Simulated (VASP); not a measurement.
# HgTe (Coloradoite) (F-43m) in VASP: settings compared

The runs below take HgTe (Coloradoite) through single point, with LDA, RPBE+D4.

All numbers are computed with VASP 6.6.1; they aren't measurements. Logs are shortened: lines on timing, memory, paths and dates and some standing lists are left out, and cuts for length are marked.

## 1. The cell of the first run

Symmetry: F-43m, No. 216, cubic system. Conventional cell: a = 6.472 Å, b = 6.472 Å, c = 6.472 Å, α = 90.00°, β = 90.00°, γ = 90.00°. Hg (site symmetry -43m) has 4 Te at 2.80 Å within 3.7 Å. Within 3.7 Å of Te (site symmetry -43m) lie 4 Hg at 2.80 Å.

## 2. Single point, LDA

INCAR reads:

```
SYSTEM = HgTe
PREC = Accurate
ENCUT = 520
EDIFF = 1E-6
ISMEAR = -1
SIGMA = 0.05
LREAL = .FALSE.
LASPH = .TRUE.
NELM = 60
ALGO = Normal
ISIF = 2
LWAVE = .FALSE.
LCHARG = .TRUE.
LELF = .TRUE.
LVHAR = .TRUE.
NBANDS = 16
```

KPOINTS reads:

```
regular mesh
0
G
  7 7 7
  0 0 0
```

POSCAR reads:

```
HgTe
1.0
    0.0000000000      3.2357886999      3.2357886999
    3.2357886999      0.0000000000      3.2357886999
    3.2357886999      3.2357886999      0.0000000000
Hg Te
1 1
Direct
    0.0000000000      0.0000000000      0.0000000000
    0.7500000000      0.7500000000      0.7500000000
```

Potentials or basis: VASP PAW LDA potentials, release 64 (Hg, Te).

Started as:

```console
> cat potpaw_LDA.64/Hg/POTCAR potpaw_LDA.64/Te/POTCAR > POTCAR
> mpirun -np 1 vasp_std > vasp.out
```

OUTCAR:

```text
SYSTEM = HgTe
   PREC = Accurate
   ENCUT = 520
   EDIFF = 1E-6
   ISMEAR = -1
   LREAL = .FALSE.
   LASPH = .TRUE.
   NELM = 60
   ISIF = 2

 ion  position               nearest neighbor table
   1  0.000  0.000  0.000-   2 2.80   2 2.80   2 2.80   2 2.80
   2  0.750  0.750  0.750-   1 2.80   1 2.80   1 2.80   1 2.80

  LATTYP: Found a face centered cubic cell.
 ALAT       =     6.4715773998

  Lattice vectors:

 A1 = (   0.0000000000,   3.2357886999,   3.2357886999)
 A2 = (   3.2357886999,   0.0000000000,   3.2357886999)
 A3 = (   3.2357886999,   3.2357886999,   0.0000000000)

Analysis of symmetry for initial positions (statically):
=====================================================================
 Subroutine PRICEL returns:
 Original cell was already a primitive cell.

 Routine SETGRP: Setting up the symmetry group for a
 face centered cubic supercell.

 Subroutine GETGRP returns: Found 24 space group operations
 (whereof 24 operations were pure point group operations)
 out of a pool of 48 trial point group operations.

The static configuration has the point symmetry T_d .

Analysis of symmetry for dynamics (positions and initial velocities):
=====================================================================
 Subroutine PRICEL returns:
 Original cell was already a primitive cell.

 Routine SETGRP: Setting up the symmetry group for a
 face centered cubic supercell.

 Subroutine GETGRP returns: Found 24 space group operations
 (whereof 24 operations were pure point group operations)
 out of a pool of 48 trial point group operations.

The dynamic configuration has the point symmetry T_d .

 Subroutine INISYM returns: Found 24 space group operations
 (whereof 24 operations are pure point group operations),
 and found     1 'primitive' translations

----------------------------------------------------------------------------------------

                                     Primitive cell

  volume of cell :      67.7595

  direct lattice vectors                    reciprocal lattice vectors
     0.000000000  3.235788700  3.235788700    -0.154521833  0.154521833  0.154521833
     3.235788700  0.000000000  3.235788700     0.154521833 -0.154521833  0.154521833
     3.235788700  3.235788700  0.000000000     0.154521833  0.154521833 -0.154521833

  length of vectors
     4.576096264  4.576096264  4.576096264     0.267639665  0.267639665  0.267639665

  position of ions in fractional coordinates (direct lattice)
     0.000000000  0.000000000  0.000000000
     0.750000000  0.750000000  0.750000000

  ion indices of the primitive-cell ions
   primitive index   ion index
                 1           1
                 2           2

----------------------------------------------------------------------------------------

 KPOINTS: regular mesh

Automatic generation of k-mesh.
 Grid dimensions read from file:
 generate k-points for:    7    7    7

 Generating k-lattice:

  Cartesian coordinates                     Fractional coordinates (reciprocal lattice)
    -0.022074548  0.022074548  0.022074548     0.142857143  0.000000000  0.000000000
     0.022074548 -0.022074548  0.022074548     0.000000000  0.142857143  0.000000000
     0.022074548  0.022074548 -0.022074548     0.000000000  0.000000000  0.142857143

  Length of vectors
     0.038234238  0.038234238  0.038234238

  Shift w.r.t. Gamma in fractional coordinates (k-lattice)
     0.000000000  0.000000000  0.000000000

 Subroutine IBZKPT returns following result:
 ===========================================

 Found     20 irreducible k-points:

 Following reciprocal coordinates:
            Coordinates               Weight
  0.000000  0.000000  0.000000      1.000000
  0.142857  0.000000  0.000000      8.000000
  0.285714  0.000000  0.000000      8.000000
  0.428571  0.000000  0.000000      8.000000
  0.142857  0.142857  0.000000      6.000000
  0.285714  0.142857  0.000000     24.000000
[... 12 lines left out ...]
 -0.428571  0.428571  0.142857     24.000000
 -0.285714  0.428571  0.142857     24.000000
   k-points           NKPTS =     20   k-points in BZ     NKDIM =     20   number of bands    NBANDS=     16
   number of dos      NEDOS =    301   number of ions     NIONS =      2
   total plane-waves  NPLWV =  46656
   dimension x,y,z NGX =    36 NGY =   36 NGZ =   36
   dimension x,y,z NGXF=    72 NGYF=   72 NGZF=   72
   ions per type =               1   1
   NGX,Y,Z   is equivalent  to a cutoff of  13.08, 13.08, 13.08 a.u.
   NGXF,Y,Z  is equivalent  to a cutoff of  26.16, 26.16, 26.16 a.u.
 SYSTEM =  HgTe
   PREC   = accura    normal or accurate (medium, high low for compatibility)
   ISTART =      0    job   : 0-new  1-cont  2-samecut
   ICHARG =      2    charge: 1-file 2-atom 10-const
   ISPIN  =      1    spin polarized calculation?
   LNONCOLLINEAR =      F non collinear calculations
   LSORBIT =      F    spin-orbit coupling
   LASPH  =      T    aspherical Exc in radial PAW
   ENCUT  =  520.0 eV  38.22 Ry    6.18 a.u.   8.51  8.51  8.51*2*pi/ulx,y,z
   NELM   =     60;   NELMIN=  2; NELMDL= -5     # of ELM steps
   EDIFF  = 0.1E-05   stopping-criterion for ELM
   LREAL  =      F    real-space projection
   EDIFFG = 0.1E-04   stopping-criterion for IOM
   NSW    =      0    number of steps for IOM
   IBRION =     -1    ionic relax: 0-MD 1-quasi-New 2-CG
   NFREE  =      0    steps in history (QN), initial steepest desc. (CG)
   ISIF   =      2    stress and relaxation
   ISYM   =      2    0-nonsym 1-usesym 2-fastsym
   POTIM  = 0.5000    time-step for ionic-motion
   TEBEG  =    0.0;   TEEND  =   0.0 temperature during run
   PSTRESS=    0.0 pullay stress
   NELECT =      18.0000    total number of electrons
   NUPDOWN=      -1.0000    fix difference up-down
   EMIN   =  10.00;   EMAX   =-10.00  energy-range for DOS
   EFERMI =   0.00;   METHOD = LEGACY
   ISMEAR =    -1;   SIGMA  =   0.05  broadening in eV -4-tet -1-fermi 0-gaus
   EFERMI_NEDOS =   21; number of points for ismear=-14 and -15
   IALGO  =     38    algorithm
   IMIX   =      4    mixing-type and parameters
     AMIX     =   0.40;   BMIX     =  1.00
     AMIX_MAG =   1.60;   BMIX_MAG =  1.00
  volume/ion in A,a.u.               =      33.88       228.63
  Fermi-wavevector in a.u.,A,eV,Ry     =   1.052387  1.988723 15.068705  1.107519
  Thomas-Fermi vector in A             =   2.187468
   LORBIT       =      0    0 simple, 1 ext, 2 COOP (PROOUT), +10 PAW based schemes
   GGA     = CA    functional components
   LHFCALC =     F    Hartree Fock is set to
   AEXX    =    0.0000 exact exchange contribution
   IVDW    =     0    specifies the selected vdW correction
   LEPSILON=     F    determine dielectric tensor
   LRPA    =     F    only Hartree local field effects (RPA)
 non-spin polarized calculation
  energy-cutoff  :      520.00
  volume of cell :       67.76
 maximum number of plane-waves:      1841
 NGX is ok and might be reduce to    36
   NGX = 17   NGY = 17   NGZ = 17

 number of electron      18.0000002 magnetization

 Free energy of the ion-electron system (eV)
  ---------------------------------------------------
  ext. energy  EPLUGINS =         0.00000000
  ---------------------------------------------------
  free energy    TOTEN  =        -5.03214006 eV

  energy without entropy =       -5.03143693  energy(sigma->0) =       -5.03178850

 E-fermi :   2.9079     XC(G=0):  -9.0838

 val. band max:        2.8665147695   @ k =   0.0000   0.0000   0.0000
 cond. band min:       3.4850609812   @ k =   0.4286   0.0000   0.0000
 fundamental gap:      0.6185462117
 Fermi energy:         2.9078877734

 k-point     1 :       0.0000    0.0000    0.0000
  band No.  band energies     occupation
      1      -9.1485      2.00000
      2      -4.4892      2.00000
      3      -4.4892      2.00000
      4      -4.4892      2.00000
      5      -3.9609      2.00000
      6      -3.9609      2.00000
[... 8 lines left out ...]
     15      12.3727      0.00000
     16      12.3727      0.00000

 k-point     2 :       0.1429    0.0000    0.0000
  band No.  band energies     occupation
      1      -9.0492      2.00000
      2      -4.4619      2.00000
      3      -4.4619      2.00000
      4      -4.4519      2.00000
      5      -3.9636      2.00000
      6      -3.9636      2.00000
[... 8 lines left out ...]
     15      11.4251      0.00000
     16      11.4251      0.00000

 k-point     3 :       0.2857    0.0000    0.0000
  band No.  band energies     occupation
      1      -8.8128      2.00000
      2      -4.4066      2.00000
      3      -4.4066      2.00000
      4      -4.2687      2.00000
      5      -3.9601      2.00000
      6      -3.9601      2.00000
[... 8 lines left out ...]
     15      11.3862      0.00000
     16      11.3862      0.00000

 k-point     4 :       0.4286    0.0000    0.0000
  band No.  band energies     occupation
      1      -8.6089      2.00000
      2      -4.3711      2.00000
      3      -4.3711      2.00000
      4      -3.9443      2.00000
      5      -3.9443      2.00000
      6      -3.8265      2.00000
[... 8 lines left out ...]
     15      12.4256      0.00000
     16      12.4256      0.00000

 k-point     5 :       0.1429    0.1429    0.0000
  band No.  band energies     occupation
      1      -9.0158      2.00000
      2      -4.4755      2.00000
      3      -4.4351      2.00000
      4      -4.4351      2.00000
      5      -3.9801      2.00000
      6      -3.9494      2.00000
[... 8 lines left out ...]
     15      10.7793      0.00000
     16      12.4724      0.00000

 k-point     6 :       0.2857    0.1429    0.0000
  band No.  band energies     occupation
      1      -8.8237      2.00000
      2      -4.4229      2.00000
      3      -4.3741      2.00000
      4      -4.3299      2.00000
      5      -3.9821      2.00000
      6      -3.9397      2.00000
[... 8 lines left out ...]
     15      11.7706      0.00000
     16      12.2452      0.00000

 k-point     7 :       0.4286    0.1429    0.0000
  band No.  band energies     occupation
      1      -8.6048      2.00000
      2      -4.3688      2.00000
      3      -4.3318      2.00000
      4      -4.0686      2.00000
      5      -3.9331      2.00000
      6      -3.8767      2.00000
[... 8 lines left out ...]
     15      11.9990      0.00000
     16      12.8962      0.00000

 k-point     8 :      -0.4286    0.1429    0.0000
  band No.  band energies     occupation
      1      -8.5344      2.00000
      2      -4.3504      2.00000
      3      -4.3315      2.00000
      4      -3.9719      2.00000
      5      -3.9487      2.00000
      6      -3.6510      2.00000
[... 8 lines left out ...]
     15      12.2364      0.00000
     16      12.2607      0.00000

 k-point     9 :      -0.2857    0.1429    0.0000
  band No.  band energies     occupation
      1      -8.6734      2.00000
      2      -4.3705      2.00000
      3      -4.3623      2.00000
      4      -4.1304      2.00000
      5      -3.9765      2.00000
      6      -3.9186      2.00000
[... 8 lines left out ...]
     15      11.4309      0.00000
     16      12.9031      0.00000
[... 96 lines left out ...]
 k-point    15 :       0.4286    0.4286    0.0000
  band No.  band energies     occupation
      1      -8.4204      2.00000
      2      -4.3210      2.00000
      3      -4.1706      2.00000
      4      -4.1706      2.00000
      5      -3.9022      2.00000
      6      -3.6759      2.00000
[... 8 lines left out ...]
     15      13.0467      0.00000
     16      14.6798      0.00000

 k-point    16 :      -0.4286    0.4286    0.0000
  band No.  band energies     occupation
      1      -8.3807      2.00000
      2      -4.3015      2.00000
      3      -4.1697      2.00000
      4      -4.1338      2.00000
      5      -3.9131      2.00000
      6      -3.4618      2.00000
[... 8 lines left out ...]
     15      13.0594      0.00000
     16      14.2354      0.00000

 k-point    17 :       0.4286    0.2857    0.1429
  band No.  band energies     occupation
      1      -8.6379      2.00000
      2      -4.3611      2.00000
      3      -4.3188      2.00000
      4      -4.1926      2.00000
      5      -3.9544      2.00000
      6      -3.9116      2.00000
[... 8 lines left out ...]
     15      12.9568      0.00000
     16      13.1103      0.00000

 k-point    18 :      -0.4286    0.2857    0.1429
  band No.  band energies     occupation
      1      -8.4819      2.00000
      2      -4.3167      2.00000
      3      -4.2861      2.00000
      4      -4.0351      2.00000
      5      -3.9502      2.00000
      6      -3.6634      2.00000
[... 8 lines left out ...]
     15      12.6149      0.00000
     16      13.2757      0.00000

 k-point    19 :      -0.4286    0.4286    0.1429
  band No.  band energies     occupation
      1      -8.4129      2.00000
      2      -4.2895      2.00000
      3      -4.2207      2.00000
      4      -4.1101      2.00000
      5      -3.9293      2.00000
      6      -3.5639      2.00000
[... 8 lines left out ...]
     15      13.4203      0.00000
     16      13.8830      0.00000

 k-point    20 :      -0.2857    0.4286    0.1429
  band No.  band energies     occupation
      1      -8.3954      2.00000
      2      -4.2833      2.00000
      3      -4.2301      2.00000
      4      -4.0301      2.00000
      5      -3.9740      2.00000
      6      -3.4158      2.00000
[... 8 lines left out ...]
     15      12.8261      0.00000
     16      14.5161      0.00000

------------------------ aborting loop because EDIFF is reached ----------------------------------------

  FORCE on cell =-STRESS in cart. coord.  units (eV):
  Direction    XX          YY          ZZ          XY          YZ          ZX
  --------------------------------------------------------------------------------------
  -------------------------------------------------------------------------------------
  Total       -0.2105915     -0.2105915     -0.2105915      0.0000000      0.0000000      0.0000000
  in kB       -4.9794445     -4.9794445     -4.9794445      0.0000000      0.0000000      0.0000000
  external PRESSURE =      -4.9794445 kB  Pullay stress =       0.0000000 kB

 VOLUME and BASIS-vectors are now :
 -----------------------------------------------------------------------------
  energy-cutoff  :      520.00
  volume of cell :       67.76
      direct lattice vectors                 reciprocal lattice vectors
     0.000000000  3.235788700  3.235788700    -0.154521833  0.154521833  0.154521833
     3.235788700  0.000000000  3.235788700     0.154521833 -0.154521833  0.154521833
     3.235788700  3.235788700  0.000000000     0.154521833  0.154521833 -0.154521833

 POSITION                                       TOTAL-FORCE (eV/Angst)
 -----------------------------------------------------------------------------------
      0.00000      0.00000      0.00000        -0.000000     -0.000000     -0.000000
      4.85368      4.85368      4.85368         0.000000      0.000000      0.000000
 -----------------------------------------------------------------------------------
    total drift:                                0.000000      0.000000      0.000000

  FREE ENERGIE OF THE ION-ELECTRON SYSTEM (eV)
  ---------------------------------------------------
  free  energy   TOTEN  =        -5.0321400647 eV

  energy  without entropy=       -5.0314369331  energy(sigma->0) =       -5.03178850
```

Run time: 57 s. Hardware: 1 thread of AMD EPYC 7R13, shared host; peak memory 0.15 GiB.

What came out:

* Free energy: -5.0321 eV
* Pressure: -0.5 GPa
* Band gap on the k mesh: zero (filled and empty bands touch)

Caveat: spin-orbit coupling is left out, which moves the levels of the heavy elements.

[end of part 1 of 2]
